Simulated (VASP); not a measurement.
# Cd2H (Fd-3m) in VASP: notebook

The runs below take Cd2H through relaxation of cell and atoms, with PBE.

Program: VASP 6.6.1. These are calculated values, not measurements. Logs are shortened: lines on timing, memory, paths and dates and some standing lists are left out, and cuts for length are marked.

## (1) The cell of the first run

Symmetry: Fd-3m, No. 227, cubic system. The conventional cell has a = 7.571 Å, b = 7.571 Å, c = 7.571 Å, α = 90.00°, β = 90.00°, γ = 90.00°. Within 3.5 Å of Cd (site symmetry -3m) lie 6 Cd at 2.68 Å and 6 H at 3.14 Å. Within 4.1 Å of H (site symmetry -43m) lie 12 Cd at 3.14 Å and 4 H at 3.28 Å.

## (2) Relaxation of cell and atoms, PBE

The input, INCAR:

```
SYSTEM = Cd2H
PREC     = Accurate       ! precision mode
ENCUT    = 600            ! plane-wave cutoff, eV
EDIFF    = 1E-7           ! SCF threshold, eV
ISMEAR   = 0              ! smearing method
SIGMA    = 0.1            ! smearing width, eV
LREAL    = .FALSE.        ! projectors in reciprocal space
LASPH    = .TRUE.         ! aspherical terms in the spheres
NELM     = 100            ! most SCF steps
ALGO     = Normal         ! electronic algorithm
ISIF     = 3              ! what is computed and relaxed
LWAVE    = .FALSE.        ! write WAVECAR
LCHARG   = .FALSE.        ! write CHGCAR
GGA      = PE             ! functional
IBRION   = 2              ! ionic algorithm
NSW      = 90             ! ionic steps
EDIFFG   = -0.04          ! ionic threshold
```

The input, KPOINTS:

```
Automatic mesh
0
G
  4 4 4
  0 0 0
```

The input, POSCAR:

```
Cd2H
1.0
    0.0000000000      3.7857268619      3.7857268619
    3.7857268619      0.0000000000      3.7857268619
    3.7857268619      3.7857268619      0.0000000000
Cd H
4 2
Direct
    0.6250000000      0.6250000000      0.6250000000
    0.1250000000      0.6250000000      0.6250000000
    0.6250000000      0.6250000000      0.1250000000
    0.6250000000      0.1250000000      0.6250000000
    0.0000000000      0.0000000000      0.0000000000
    0.2500000000      0.2500000000      0.2500000000
```

Potentials or basis: VASP PAW PBE potentials, release 64 (Cd, H).

The run is started by

```bash
cat potpaw_PBE.64/Cd/POTCAR potpaw_PBE.64/H/POTCAR > POTCAR
mpirun -np 1 vasp_std > vasp.out
```

OUTCAR:

```text
SYSTEM = Cd2H
   PREC = Accurate
   ENCUT = 600
   EDIFF = 1E-7
   ISMEAR = 0
   LREAL = .FALSE.
   LASPH = .TRUE.
   NELM = 100
   ISIF = 3
   GGA = PE
   IBRION = 2
   NSW = 90
   EDIFFG = -0.04

 ion  position               nearest neighbor table
   1  0.625  0.625  0.625-   2 2.68   3 2.68   4 2.68   3 2.68   4 2.68   2 2.68
   2  0.125  0.625  0.625-   1 2.68   3 2.68   4 2.68   1 2.68   3 2.68   4 2.68
   3  0.625  0.625  0.125-   1 2.68   1 2.68   2 2.68   4 2.68   4 2.68   2 2.68
   4  0.625  0.125  0.625-   1 2.68   3 2.68   1 2.68   2 2.68   3 2.68   2 2.68
   5  0.000  0.000  0.000-
   6  0.250  0.250  0.250-

  LATTYP: Found a face centered cubic cell.
 ALAT       =     7.5714537238

  Lattice vectors:

 A1 = (   0.0000000000,   3.7857268619,   3.7857268619)
 A2 = (   3.7857268619,   0.0000000000,   3.7857268619)
 A3 = (   3.7857268619,   3.7857268619,   0.0000000000)

Analysis of symmetry for initial positions (statically):
=====================================================================
 Subroutine PRICEL returns:
 Original cell was already a primitive cell.

 Routine SETGRP: Setting up the symmetry group for a
 face centered cubic supercell.

 Subroutine GETGRP returns: Found 48 space group operations
 (whereof 24 operations were pure point group operations)
 out of a pool of 48 trial point group operations.

The static configuration has the point symmetry T_d .
 The point group associated with its full space group is O_h .

Analysis of symmetry for dynamics (positions and initial velocities):
=====================================================================
 Subroutine PRICEL returns:
 Original cell was already a primitive cell.

 Routine SETGRP: Setting up the symmetry group for a
 face centered cubic supercell.

 Subroutine GETGRP returns: Found 48 space group operations
 (whereof 24 operations were pure point group operations)
 out of a pool of 48 trial point group operations.

The dynamic configuration has the point symmetry T_d .
 The point group associated with its full space group is O_h .

 Subroutine INISYM returns: Found 48 space group operations
 (whereof 24 operations are pure point group operations),
 and found     1 'primitive' translations

----------------------------------------------------------------------------------------

                                     Primitive cell

  volume of cell :     108.5120

  direct lattice vectors                    reciprocal lattice vectors
     0.000000000  3.785726862  3.785726862    -0.132075033  0.132075033  0.132075033
     3.785726862  0.000000000  3.785726862     0.132075033 -0.132075033  0.132075033
     3.785726862  3.785726862  0.000000000     0.132075033  0.132075033 -0.132075033

  length of vectors
[... 61 lines left out ...]
   NGX,Y,Z   is equivalent  to a cutoff of  14.90, 14.90, 14.90 a.u.
   NGXF,Y,Z  is equivalent  to a cutoff of  29.81, 29.81, 29.81 a.u.
 SYSTEM =  Cd2H
   PREC   = accura    normal or accurate (medium, high low for compatibility)
   ISTART =      0    job   : 0-new  1-cont  2-samecut
   ICHARG =      2    charge: 1-file 2-atom 10-const
   ISPIN  =      1    spin polarized calculation?
   LNONCOLLINEAR =      F non collinear calculations
   LSORBIT =      F    spin-orbit coupling
   LASPH  =      T    aspherical Exc in radial PAW
   ENCUT  =  600.0 eV  44.10 Ry    6.64 a.u.  10.69 10.69 10.69*2*pi/ulx,y,z
   NELM   =    100;   NELMIN=  2; NELMDL= -5     # of ELM steps
   EDIFF  = 0.1E-06   stopping-criterion for ELM
   LREAL  =      F    real-space projection
   EDIFFG = -.4E-01   stopping-criterion for IOM
   NSW    =     90    number of steps for IOM
   IBRION =      2    ionic relax: 0-MD 1-quasi-New 2-CG
   NFREE  =      1    steps in history (QN), initial steepest desc. (CG)
   ISIF   =      3    stress and relaxation
   ISYM   =      2    0-nonsym 1-usesym 2-fastsym
   POTIM  = 0.5000    time-step for ionic-motion
   TEBEG  =    0.0;   TEEND  =   0.0 temperature during run
   PSTRESS=    0.0 pullay stress
   NELECT =      50.0000    total number of electrons
   NUPDOWN=      -1.0000    fix difference up-down
   EMIN   =  10.00;   EMAX   =-10.00  energy-range for DOS
   EFERMI =   0.00;   METHOD = LEGACY
   ISMEAR =     0;   SIGMA  =   0.10  broadening in eV -4-tet -1-fermi 0-gaus
   EFERMI_NEDOS =   21; number of points for ismear=-14 and -15
   IALGO  =     38    algorithm
   IMIX   =      4    mixing-type and parameters
     AMIX     =   0.40;   BMIX     =  1.00
     AMIX_MAG =   1.60;   BMIX_MAG =  1.00
  volume/ion in A,a.u.               =      18.09       122.05
  Fermi-wavevector in a.u.,A,eV,Ry     =   1.264461  2.389485 21.753845  1.598862
  Thomas-Fermi vector in A             =   2.397765
   LORBIT       =      0    0 simple, 1 ext, 2 COOP (PROOUT), +10 PAW based schemes
   GGA     = PE    functional components
   LHFCALC =     F    Hartree Fock is set to
   AEXX    =    0.0000 exact exchange contribution
   IVDW    =     0    specifies the selected vdW correction
   LEPSILON=     F    determine dielectric tensor
   LRPA    =     F    only Hartree local field effects (RPA)
 conjugate gradient relaxation of ions
 non-spin polarized calculation
 Gauss-broadening in eV      SIGMA  =   0.10
  energy-cutoff  :      600.00
  volume of cell :      108.51
 maximum number of plane-waves:      3695
 NGX is ok and might be reduce to    48
   NGX = 21   NGY = 21   NGZ = 21

--------------------------------------- Ionic step        1  -------------------------------------------

 number of electron      50.0000006 magnetization

 Free energy of the ion-electron system (eV)
  ---------------------------------------------------
  ext. energy  EPLUGINS =         0.00000000
  ---------------------------------------------------
  free energy    TOTEN  =        -4.08671559 eV

  energy without entropy =       -4.06876614  energy(sigma->0) =       -4.07774087

 E-fermi :   1.8650     XC(G=0): -10.0523

 val. band max:        1.8540324771   @ k =   0.2500   0.0000   0.0000
 cond. band min:       1.9275851595   @ k =   0.0000   0.0000   0.0000
 fundamental gap:      0.0735526824
 Fermi energy:         1.8650317259

 k-point     1 :       0.0000    0.0000    0.0000
  band No.  band energies     occupation
      1     -10.3559      2.00000
      2      -9.1951      2.00000
      3      -9.1951      2.00000
      4      -9.1951      2.00000
      5      -8.8580      2.00000
      6      -8.8580      2.00000
[... 332 lines left out ...]
--------------------------------------- Ionic step        3  -------------------------------------------

 number of electron      49.9999989 magnetization

 Free energy of the ion-electron system (eV)
  ---------------------------------------------------
  ext. energy  EPLUGINS =         0.00000000
  ---------------------------------------------------
  free energy    TOTEN  =        -4.93152991 eV

  energy without entropy =       -4.92015900  energy(sigma->0) =       -4.92584446

 E-fermi :   0.3141     XC(G=0):  -8.9761

 val. band max:        0.2016337505   @ k =   0.5000   0.0000   0.0000
 cond. band min:       0.3942469837   @ k =   0.2500   0.0000   0.0000
 fundamental gap:      0.1926132332
 Fermi energy:         0.3141312419

 k-point     1 :       0.0000    0.0000    0.0000
  band No.  band energies     occupation
      1     -10.2067      2.00000
      2      -9.5020      2.00000
      3      -9.5020      2.00000
      4      -9.5020      2.00000
      5      -9.3198      2.00000
      6      -9.3198      2.00000
[... 286 lines left out ...]
  FREE ENERGIE OF THE ION-ELECTRON SYSTEM (eV)
  ---------------------------------------------------
  free  energy   TOTEN  =        -4.9315299129 eV

  energy  without entropy=       -4.9201590032  energy(sigma->0) =       -4.92584446

 reached required accuracy - stopping structural energy minimisation
```

CONTCAR:

```text
Cd2H
   1.00000000000000
     0.0000000000000000    4.0910392105933111    4.0910392105933111
     4.0910392105933111   -0.0000000000000000    4.0910392105933111
     4.0910392105933111    4.0910392105933111   -0.0000000000000000
  Cd              H
     4     2
Direct
     0.6250000000000000    0.6250000000000000    0.6250000000000000
     0.1250000000000000    0.6250000000000000    0.6250000000000000
     0.6250000000000000    0.6250000000000000    0.1250000000000000
     0.6250000000000000    0.1250000000000000    0.6250000000000000
     0.0000000000000000    0.0000000000000000    0.0000000000000000
     0.2500000000000000    0.2500000000000000    0.2500000000000000

  0.00000000E+00  0.00000000E+00  0.00000000E+00
  0.00000000E+00  0.00000000E+00  0.00000000E+00
  0.00000000E+00  0.00000000E+00  0.00000000E+00
  0.00000000E+00  0.00000000E+00  0.00000000E+00
  0.00000000E+00  0.00000000E+00  0.00000000E+00
  0.00000000E+00  0.00000000E+00  0.00000000E+00
```

Wall time 3 min (1 thread of Intel Xeon 6975P-C, shared host); peak memory 0.34 GiB.

What came out:

```yaml
Free_energy: -4.9315 eV
Relaxed_volume: 22.82 Å³/atom
Relaxed_cell: a = 5.786 Å, b = 5.786 Å, c = 5.786 Å, α = 60.00°, β = 60.00°, γ = 60.00°
Space_group_after_relaxing_to_0.05_Å: Fd-3m (No. 227)
Energy_gained_by_relaxing: 140.8 meV/atom
Ionic_steps: 3
Pressure_after_relaxing: -0.2 GPa
Band_gap_on_the_k_mesh: zero (band 25 reaches 0.93 eV, above the bottom of band 26 at -1.11 eV)
```

The path:
```csv
step,energy change (eV),largest force (eV/Å),pressure (GPa),volume (Å³)
1,0.0000,0.0000,12.38,108.51
2,-0.8340,0.0000,0.99,131.98
3,-0.8448,0.0000,-0.24,136.94
```

Final structure:
```xyz
6
Lattice="0.0000 4.0910 4.0910 4.0910 0.0000 4.0910 4.0910 4.0910 0.0000" Properties=species:S:1:pos:R:3 pbc="T T T"
Cd    5.1138    5.1138    5.1138
Cd    5.1138    3.0683    3.0683
Cd    3.0683    3.0683    5.1138
Cd    3.0683    5.1138    3.0683
H     0.0000    0.0000    0.0000
H     2.0455    2.0455    2.0455
```

Caveat: the volume moved by over 15 % at a fixed basis, so the end points are rough.

## (3) Relaxation of cell and atoms, PBE

This run uses another cell than the first one, of 22.38 Å³/atom, 1.237 times its volume.

The input, INCAR:

```
SYSTEM = Cd2H
ALGO = Normal
EDIFF = 1E-6
EDIFFG = -0.01
ENCUT = 600
GGA = PE
IBRION = 2
ISIF = 3
ISMEAR = 0
LASPH = .True.
LCHARG = .False.
LREAL = .False.
LWAVE = .False.
NELM = 60
NSW = 100
PREC = Accurate
SIGMA = 0.1
```

The input, KPOINTS:

```
k-points
0
Gamma
  8 8 8
  0 0 0
```

The input, POSCAR:

```
Cd2H
1.0
    0.0000000000      4.0641438751      4.0641438751
    4.0641438751      0.0000000000      4.0641438751
    4.0641438751      4.0641438751      0.0000000000
Cd H
4 2
Direct
    0.1250000000      0.1250000000      0.1250000000
    0.6250000000      0.1250000000      0.1250000000
    0.1250000000      0.1250000000      0.6250000000
    0.1250000000      0.6250000000      0.1250000000
    0.5000000000      0.5000000000      0.5000000000
    0.7500000000      0.7500000000      0.7500000000
```

Potentials or basis: VASP PAW PBE potentials, release 64 (Cd, H).

The run is started by

```bash
cat potpaw_PBE.64/Cd/POTCAR potpaw_PBE.64/H/POTCAR > POTCAR
mpirun -np 1 vasp_std > vasp.out
```

Run time: 7 min. Hardware: 1 thread of Intel Xeon 6975P-C, shared host; peak memory 0.4 GiB.

Results (log left out):

- Free energy: -4.8219 eV
- Relaxed volume: 22.61 Å³/atom
- Relaxed cell: a = 5.767 Å, b = 5.767 Å, c = 5.767 Å, α = 60.00°, β = 60.00°, γ = 60.00°
- Space group after relaxing (to 0.05 Å): Fd-3m (No. 227)
- Energy gained by relaxing: 0.1 meV/atom
- Ionic steps: 3
- Pressure after relaxing: 0.0 GPa
- Band gap on the k mesh: zero (band 25 reaches 0.95 eV, above the bottom of band 26 at -1.09 eV)

The path:
| step | energy change (eV) | largest force (eV/Å) | pressure (GPa) | volume (Å³) |
| --- | --- | --- | --- | --- |
| 1 | 0.0000 | 0.0000 | 0.25 | 134.26 |
| 2 | -0.0007 | 0.0000 | 0.13 | 134.94 |
| 3 | -0.0008 | 0.0000 | -0.03 | 135.64 |

Final structure:
```cif
data_structure
_symmetry_space_group_name_H-M 'P 1'
_symmetry_Int_Tables_number 1
_cell_length_a 5.7672
_cell_length_b 5.7672
_cell_length_c 5.7672
_cell_angle_alpha 60.000
_cell_angle_beta 60.000
_cell_angle_gamma 60.000
_cell_volume 135.64
loop_
_atom_site_label
_atom_site_type_symbol
_atom_site_fract_x
_atom_site_fract_y
_atom_site_fract_z
_atom_site_occupancy
Cd1 Cd 0.12500 0.12500 0.12500 1
Cd2 Cd 0.62500 0.12500 0.12500 1
Cd3 Cd 0.12500 0.12500 0.62500 1
Cd4 Cd 0.12500 0.62500 0.12500 1
H1 H 0.50000 0.50000 0.50000 1
H2 H 0.75000 0.75000 0.75000 1
```

Levels at points of the mesh, in eV from the Fermi level:
```tsv
k point	band 22	band 23	band 24	band 25	band 26	band 27	band 28	band 29
(0.00, 0.00, 0.00)	-1.81	-0.44	-0.06	0.75	0.75	0.75	1.32	1.32
(0.50, 0.00, 0.00)	-4.66	-1.63	-0.55	0.04	0.04	1.38	1.38	1.74
(0.50, 0.50, 0.00)	-4.97	-1.71	-1.71	-1.29	-1.29	2.74	2.74	6.14
```
